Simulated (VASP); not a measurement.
Input of a VASP 6.6.1 run:

Contents of INCAR:

```
ALGO = Normal ; EDIFF = 1E-6
EDIFFG = -0.03 ; ENCUT = 600
GGA = PE ; IBRION = 2
ISIF = 3 ; ISMEAR = 1
ISPIN = 2 ; LASPH = True
LCHARG = False ; LMAXMIX = 4
LORBIT = 11 ; LREAL = False
LWAVE = False ; MAGMOM = 1.5
NELM = 150 ; NSW = 80
PREC = Accurate ; SIGMA = 0.1
```

Contents of KPOINTS:

```
k-points
0
Gamma
  14 14 14
```

POSCAR

```
Ni
1.0
    2.4917520000      0.0000000000      0.0000000000
    1.2458760000      2.1579205319      0.0000000000
    1.2458760000      0.7193068440      2.0345069885
Ni
1
Direct
    0.0000000000      0.0000000000      0.0000000000
```

Potentials or basis: VASP PAW PBE potentials, release 64 (Ni).

The run is started by

```bash
$ cat potpaw_PBE.64/Ni/POTCAR > POTCAR
$ mpirun -np 1 vasp_std > vasp.out
```

Question: Predict the relaxed volume.

Answer: 10.86 Å³/atom.

Question: What does it give for the space group after relaxing (to 0.1 Å)?

Answer: Fm-3m (No. 225).

The path:
```csv
step,energy change (eV),largest force (eV/Å),pressure (GPa),volume (Å³)
1,0.0000,0.0000,-1.31,10.94
2,-0.0001,0.0000,1.23,10.80
3,-0.0003,0.0000,0.03,10.86
```
